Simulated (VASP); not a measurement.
Runs of VASP 6.6.1 on Ca. The structure is that of space group Fm-3m (No. 225), or close to it. The cells are those of the table. 

```tsv
task	cell	k mesh	cutoff (eV)	smearing	gap on the mesh (eV)	pressure (GPa)
single point	a = 3.893 Å, angles 60.0°, 1 atom	6 × 6 × 6	500	gaussian 0.1 eV	none	(a)
single point	a = 3.907 Å, angles 60.0°, 1 atom	14 × 14 × 14	500	tetrahedron	none	-0.1
single point	a = 3.907 Å, angles 60.0°, 1 atom	14 × 14 × 14	520	gaussian 0.1 eV	none	0.0
relaxation of cell and atoms	relaxed from a = 3.893 Å, angles 60.0°, 1 atom	14 × 14 × 14	600	gaussian 0.1 eV	none	0.0
```

Alike in all rows: level PBE; potentials or basis VASP PAW PBE potentials, release 64 (Ca_sv); no spin polarisation.

Q: Estimate the missing entries.

A: (a) 0.1.

A gap of «none» marks levels without a gap at the run's occupations.
